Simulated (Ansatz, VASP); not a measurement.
# MgO in VASP and in Ansatz

```
Mg O
1.0
     0.00000    2.12584    2.12584
     2.12584    0.00000    2.12584
     2.12584    2.12584    0.00000
Mg O
1 1
Cartesian
  0.0000 0.0000 0.0000
  2.1258 2.1258 2.1258
```

Alike in both runs: task single point; functional LDA; k mesh 10 × 10 × 10; no spin polarisation.

|  | VASP | Ansatz |
| --- | --- | --- |
| version | VASP 6.6.1 | Ansatz 0.2.0 |
| potentials or method | VASP PAW LDA potentials, release 64 (Mg, O), cutoff 520 eV | scalar-relativistic, plane waves, PAW |
| occupations | gaussian, width 0.01 eV | fixed |
| valence electrons in the cell | 8 | 16 |

```csv
,VASP,Ansatz,Ansatz less VASP
gap on the k mesh at the Fermi level (eV),4.39,4.39,+0.003
least direct gap on the mesh (eV),4.39,4.39,+0.003
pressure (GPa),-11.6,-9.9,+1.71
```

LDA's correlation is that of Perdew and Zunger in VASP and of Perdew and Wang (1992) in Ansatz. VASP's potentials hold 8 valence electrons a cell and Ansatz's 16, so a difference there can come from the potentials and not from the codes.
